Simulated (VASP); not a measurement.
Here is a VASP 6.6.1 calculation.

Contents of INCAR:

```
SYSTEM = BaTiO3
ALGO = Normal ; EDIFF = 1E-8
ENCUT = 520 ; GGA = PS
ISIF = 2 ; ISMEAR = -1
LASPH = .TRUE. ; LCHARG = .FALSE.
LEFG = .TRUE. ; LREAL = .FALSE.
LWAVE = .FALSE. ; NBANDS = 28
NELM = 80 ; PREC = Accurate
SIGMA = 0.08
```

Contents of KPOINTS:

```
k-points
0
G
  7 7 7
  0 0 0
```

File POSCAR:

```
BaTiO3
1.0
    3.9457420220      0.0000000000      0.0000000000
    0.0000000000      3.9457420220      0.0000000000
    0.0000000000      0.0000000000      3.9636960459
Ba Ti O
1 1 3
Direct
    0.0000000000      0.0000000000      0.0000000000
    0.5000000000      0.5000000000      0.4820000000
    0.5000000000      0.5000000000      0.0160000000
    0.5000000000      0.0000000000      0.5150000000
    0.0000000000      0.5000000000      0.5150000000
```

Potentials or basis: VASP PAW PBE potentials, release 64 (Ba_sv, Ti_sv, O).

Run with:

```sh
$ cat potpaw_PBE.64/Ba_sv/POTCAR potpaw_PBE.64/Ti_sv/POTCAR potpaw_PBE.64/O/POTCAR > POTCAR
$ mpirun -np 1 vasp_std > vasp.out
```

Question: Predict the band gap on the k mesh.

Answer: 1.91 eV, indirect (least direct gap 2.11 eV).

Question: Estimate the largest force.

Answer: 0.296 eV/Å.

Forces on the atoms (eV/Å):
```
Ba   0.000  0.000 -0.058
Ti   0.000  0.000  0.296
O    0.000  0.000  0.046
O    0.000  0.000 -0.142
O    0.000  0.000 -0.142
```

Caveat: without QUAD_EFG the Cq values of the log hold for a quadrupole moment of 1 mb, not for the nuclei; the PAW data sets were made with another functional, which shifts forces and pressure a little; spin-orbit coupling is left out, which moves the levels of the heavy elements. A k mesh can miss the band edges.
